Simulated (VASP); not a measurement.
# GaN (Cm) in VASP: notebook

Runs on GaN. Level: r2SCAN. Tasks: single point.

Everything below comes from runs of VASP 6.6.1. Logs are shortened: lines on timing, memory, paths and dates and some standing lists are left out, and cuts for length are marked.

## 1. The cell of the first run

Symmetry: Cm, No. 8, monoclinic system. The conventional cell has a = 5.513 Å, b = 3.183 Å, c = 5.184 Å, α = 90.00°, β = 90.00°, γ = 90.00°. Ga (site symmetry m) has 4 N at 1.86 to 1.95 Å within 2.5 Å. Ga (site symmetry m) has 4 N at 1.89 to 2.03 Å within 2.5 Å. N (site symmetry m) has 4 Ga at 1.86 to 2.03 Å within 2.5 Å. Within 2.6 Å of N (site symmetry m) lie 4 Ga at 1.95 Å.

## 2. Single point, r2SCAN (atom 3 (N) moved by (+0.100, -0.100) A along y and z)

The input, POSCAR:

```
GaN
1.0
    3.1830984299      0.0000000000      0.0000000000
   -1.5915492150      2.7566441030      0.0000000000
    0.0000000000      0.0000000000      5.1835962425
Ga N
2 2
Direct
    0.3333333333      0.6666666667      0.9991101046
    0.6666666667      0.3333333333      0.4991101046
    0.3514713294      0.7029426589      0.3565982694
    0.6666666667      0.3333333333      0.8758898954
```

The input, INCAR.step1:

```
  PREC = Accurate
  ENCUT = 520
  ISMEAR = 0
  SIGMA = 0.05
  LREAL = F
  LASPH = T
  NELM = 100
  NBANDS = 26
  GGA = PE
  ALGO = Normal
  EDIFF = 1E-4
  LWAVE = T
  LCHARG = F
```

The input, INCAR.step2:

```
  PREC = Accurate
  ENCUT = 520
  EDIFF = 1E-6
  ISMEAR = 0
  SIGMA = 0.05
  LREAL = F
  LASPH = T
  NELM = 100
  ALGO = Normal
  ISIF = 2
  LWAVE = F
  LCHARG = F
  METAGGA = R2SCAN
  LMIXTAU = T
  NBANDS = 26
  ISTART = 1
```

The input, KPOINTS:

```
regular mesh
0
Gamma
  12 12 6
```

Potentials or basis: VASP PAW PBE potentials, release 64 (Ga_d, N).

Command:

```bash
cat potpaw_PBE.64/Ga_d/POTCAR potpaw_PBE.64/N/POTCAR > POTCAR
cp INCAR.step1 INCAR
mpirun -np 1 vasp_std > vasp.out
cp INCAR.step2 INCAR
mpirun -np 1 vasp_std > vasp.out
```

OUTCAR:

```text
PREC = Accurate
   ENCUT = 520
   EDIFF = 1E-6
   ISMEAR = 0
   LREAL = F
   LASPH = T
   NELM = 100
   ISIF = 2
   METAGGA = R2SCAN
   ISTART = 1

 ion  position               nearest neighbor table
   1  0.333  0.667  0.999-   3 1.86   4 1.95   4 1.95   4 1.95
   2  0.667  0.333  0.499-   3 1.89   4 1.95   3 2.03   3 2.03
   3  0.351  0.703  0.357-   1 1.86   2 1.89   2 2.03   2 2.03
   4  0.667  0.333  0.876-   1 1.95   1 1.95   1 1.95   2 1.95

  LATTYP: Found a hexagonal cell.
 ALAT       =     3.1830984299
 C/A-ratio  =     1.6284750084

  Lattice vectors:

 A1 = (   3.1830984299,   0.0000000000,   0.0000000000)
 A2 = (  -1.5915492150,   2.7566441030,   0.0000000000)
 A3 = (   0.0000000000,   0.0000000000,   5.1835962425)

Analysis of symmetry for initial positions (statically):
=====================================================================
 Subroutine PRICEL returns:
 Original cell was already a primitive cell.

 Routine SETGRP: Setting up the symmetry group for a
 hexagonal supercell.

 Subroutine GETGRP returns: Found  2 space group operations
 (whereof  2 operations were pure point group operations)
 out of a pool of 24 trial point group operations.

The static configuration has the point symmetry C_1h.

Analysis of symmetry for dynamics (positions and initial velocities):
=====================================================================
 Subroutine PRICEL returns:
 Original cell was already a primitive cell.

 Routine SETGRP: Setting up the symmetry group for a
 hexagonal supercell.

 Subroutine GETGRP returns: Found  2 space group operations
 (whereof  2 operations were pure point group operations)
 out of a pool of 24 trial point group operations.

The dynamic configuration has the point symmetry C_1h.

 Subroutine INISYM returns: Found  2 space group operations
 (whereof  2 operations are pure point group operations),
 and found     1 'primitive' translations

----------------------------------------------------------------------------------------

                                     Primitive cell

  volume of cell :      45.4843

  direct lattice vectors                    reciprocal lattice vectors
     3.183098430  0.000000000  0.000000000     0.314159308  0.181379961  0.000000000
[... 86 lines left out ...]
   LSORBIT =      F    spin-orbit coupling
   LASPH  =      T    aspherical Exc in radial PAW
   ENCUT  =  520.0 eV  38.22 Ry    6.18 a.u.   5.92  5.92  9.64*2*pi/ulx,y,z
   NELM   =    100;   NELMIN=  2; NELMDL=  0     # of ELM steps
   EDIFF  = 0.1E-05   stopping-criterion for ELM
   LREAL  =      F    real-space projection
   EDIFFG = 0.1E-04   stopping-criterion for IOM
   NSW    =      0    number of steps for IOM
   IBRION =     -1    ionic relax: 0-MD 1-quasi-New 2-CG
   NFREE  =      0    steps in history (QN), initial steepest desc. (CG)
   ISIF   =      2    stress and relaxation
   ISYM   =      2    0-nonsym 1-usesym 2-fastsym
   POTIM  = 0.5000    time-step for ionic-motion
   TEBEG  =    0.0;   TEEND  =   0.0 temperature during run
   PSTRESS=    0.0 pullay stress
   NELECT =      36.0000    total number of electrons
   NUPDOWN=      -1.0000    fix difference up-down
   EMIN   =  10.00;   EMAX   =-10.00  energy-range for DOS
   EFERMI =   0.00;   METHOD = LEGACY
   ISMEAR =     0;   SIGMA  =   0.05  broadening in eV -4-tet -1-fermi 0-gaus
   EFERMI_NEDOS =   21; number of points for ismear=-14 and -15
   IALGO  =     38    algorithm
   IMIX   =      4    mixing-type and parameters
     AMIX     =   0.40;   BMIX     =  1.00
     AMIX_MAG =   1.60;   BMIX_MAG =  1.00
  volume/ion in A,a.u.               =      11.37        76.74
  Fermi-wavevector in a.u.,A,eV,Ry     =   1.514334  2.861676 31.200984  2.293208
  Thomas-Fermi vector in A             =   2.624005
   LORBIT       =      0    0 simple, 1 ext, 2 COOP (PROOUT), +10 PAW based schemes
   METAGGA = R2SCAN    functional components
   LHFCALC =     F    Hartree Fock is set to
   AEXX    =    0.0000 exact exchange contribution
   IVDW    =     0    specifies the selected vdW correction
   LEPSILON=     F    determine dielectric tensor
   LRPA    =     F    only Hartree local field effects (RPA)
 non-spin polarized calculation
 Gauss-broadening in eV      SIGMA  =   0.05
  energy-cutoff  :      520.00
  volume of cell :       45.48
 maximum number of plane-waves:      1248
   NGX = 11   NGY = 11   NGZ = 19

 number of electron      35.9999993 magnetization

 Free energy of the ion-electron system (eV)
  ---------------------------------------------------
  ext. energy  EPLUGINS =         0.00000000
  ---------------------------------------------------
  free energy    TOTEN  =       -43.65419885 eV

  energy without entropy =      -43.65419885  energy(sigma->0) =      -43.65419885

 E-fermi :   5.4691     XC(G=0): -12.6642

 val. band max:        5.1981107611   @ k =   0.0000   0.0000   0.0000
 cond. band min:       7.4108709783   @ k =   0.0000   0.0000   0.0000
 fundamental gap:      2.2127602171
 Fermi energy:         5.4691108082

 k-point     1 :       0.0000    0.0000    0.0000
  band No.  band energies     occupation
      1     -11.7398      2.00000
      2     -10.7028      2.00000
      3      -8.7866      2.00000
      4      -8.7477      2.00000
      5      -8.7355      2.00000
      6      -8.6157      2.00000
[... 685 lines left out ...]
     25      17.6097      0.00000
     26      19.4728      0.00000

 [... further k-points ...]

------------------------ aborting loop because EDIFF is reached ----------------------------------------

  FORCE on cell =-STRESS in cart. coord.  units (eV):
  Direction    XX          YY          ZZ          XY          YZ          ZX
  --------------------------------------------------------------------------------------
  -------------------------------------------------------------------------------------
  Total       -0.7872393      0.8625006      1.8561241     -0.0000000      0.7191066     -0.0000000
  in kB      -27.7303544     30.3814201     65.3816164     -0.0000000     25.3303917     -0.0000000
  external PRESSURE =      22.6775607 kB  Pullay stress =       0.0000000 kB

 VOLUME and BASIS-vectors are now :
 -----------------------------------------------------------------------------
  energy-cutoff  :      520.00
  volume of cell :       45.48
      direct lattice vectors                 reciprocal lattice vectors
     3.183098430  0.000000000  0.000000000     0.314159308  0.181379961  0.000000000
    -1.591549215  2.756644103  0.000000000     0.000000000  0.362759922  0.000000000
     0.000000000  0.000000000  5.183596243     0.000000000  0.000000000  0.192916260

 POSITION                                       TOTAL-FORCE (eV/Angst)
 -----------------------------------------------------------------------------------
     -0.00000      1.83776      5.17898        -0.000000      0.046262     -1.009520
      1.59155      0.91888      2.58719        -0.000000      1.165879     -0.396764
     -0.00000      1.93776      1.84846         0.000000     -1.292493      2.050871
      1.59155      0.91888      4.54026        -0.000000      0.080353     -0.644587
 -----------------------------------------------------------------------------------
    total drift:                               -0.000000      0.002908      0.005672

  FREE ENERGIE OF THE ION-ELECTRON SYSTEM (eV)
  ---------------------------------------------------
  free  energy   TOTEN  =       -43.6541988467 eV

  energy  without entropy=      -43.6541988467  energy(sigma->0) =      -43.65419885
```

OUTCAR.step1:

```text
PREC = Accurate
   ENCUT = 520
   ISMEAR = 0
   LREAL = F
[... 925 lines left out ...]
     -0.00000      1.83776      5.17898        -0.000000      0.036260     -0.974833
      1.59155      0.91888      2.58719        -0.000000      1.121508     -0.365085
     -0.00000      1.93776      1.84846         0.000000     -1.232922      1.953126
      1.59155      0.91888      4.54026        -0.000000      0.075154     -0.613208
 -----------------------------------------------------------------------------------
    total drift:                                0.000000      0.001779      0.000166

  FREE ENERGIE OF THE ION-ELECTRON SYSTEM (eV)
  ---------------------------------------------------
  free  energy   TOTEN  =       -24.1387382439 eV

  energy  without entropy=      -24.1387382439  energy(sigma->0) =      -24.13873824
```

It took 16 min on 1 thread of Oxide Virtual Turin-like, shared host; peak memory 0.32 GiB.

Results:

- Free energy: -43.6542 eV
- Pressure: 2.3 GPa
- Largest force: 2.424 eV/Å
- Band gap on the k mesh: 2.21 eV

Forces on the atoms (eV/Å):
```
Ga   0.000  0.046 -1.010
Ga   0.000  1.166 -0.397
N    0.000 -1.292  2.051
N    0.000  0.080 -0.645
```

Caveat: the cell differs from its parent crystal (atom 3 (N) moved by (+0.100, -0.100) A along y and z); the stress differs along the axes, from -3 to 7 GPa; the PAW data sets were made with another functional, which shifts forces and pressure a little.

(Part 1 of 2 ends here.)
